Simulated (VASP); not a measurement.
Set up this calculation in VASP 6.6.1, as the native input.

- Task: relaxation of cell and atoms
- Functional: PBEsol
- Potentials or basis: VASP PAW PBE potentials, release 64 (Na_pv, S)
- Cutoff: 500 eV
- k mesh: 8 × 8 × 8
- Occupations: fermi-dirac, width 0.02 eV
- Spin: no spin polarisation
- Dipole correction: no
- Further INCAR settings: ALGO = Normal; EDIFF = 1e-07; IBRION = 2; EDIFFG = -0.01; NSW = 80; ISIF = 3

The structure of Na2S lies in POSCAR:

```
Na2S
1.0
    0.0000000000      3.2735000000      3.2735000000
    3.2735000000      0.0000000000      3.2735000000
    3.2735000000      3.2735000000      0.0000000000
Na S
2 1
Direct
    0.2500000000      0.2500000000      0.2500000000
    0.7500000000      0.7500000000      0.7500000000
    0.0000000000      0.0000000000      0.0000000000
```

The input as run:

INCAR

```
SYSTEM = Na2S
ALGO = Normal ; EDIFF = 1E-7
EDIFFG = -0.01 ; ENCUT = 500
GGA = PS ; GGA_COMPAT = .FALSE.
IBRION = 2 ; ISIF = 3
ISMEAR = -1 ; LASPH = .TRUE.
LCHARG = .FALSE. ; LREAL = .FALSE.
LWAVE = .FALSE. ; NELM = 120
NELMIN = 4 ; NSW = 80
PREC = Accurate ; SIGMA = 0.02
```

KPOINTS

```
k-points
0
G
  8 8 8
  0 0 0
```

Potentials or basis: VASP PAW PBE potentials, release 64 (Na_pv, S).

Command:

```bash
$ cat potpaw_PBE.64/Na_pv/POTCAR potpaw_PBE.64/S/POTCAR > POTCAR
$ mpirun -np 1 vasp_std > vasp.out
```

Results of the run:

* Relaxed volume: 22.93 Å³/atom
* Relaxed cell: a = 4.599 Å, b = 4.599 Å, c = 4.599 Å, α = 60.00°, β = 60.00°, γ = 60.00°
* Space group after relaxing (to 0.1 Å): Fm-3m (No. 225)
* Energy gained by relaxing: 0.8 meV/atom
* Ionic steps: 4
* Pressure after relaxing: 0.0 GPa
* Band gap on the k mesh: 2.42 eV

Caveat: the PAW data sets were made with another functional, which shifts forces and pressure a little.

Wall time 2.5 min on 1 thread of AMD EPYC 9755 128-Core Processor, on a shared host, peak memory 0.17 GiB.
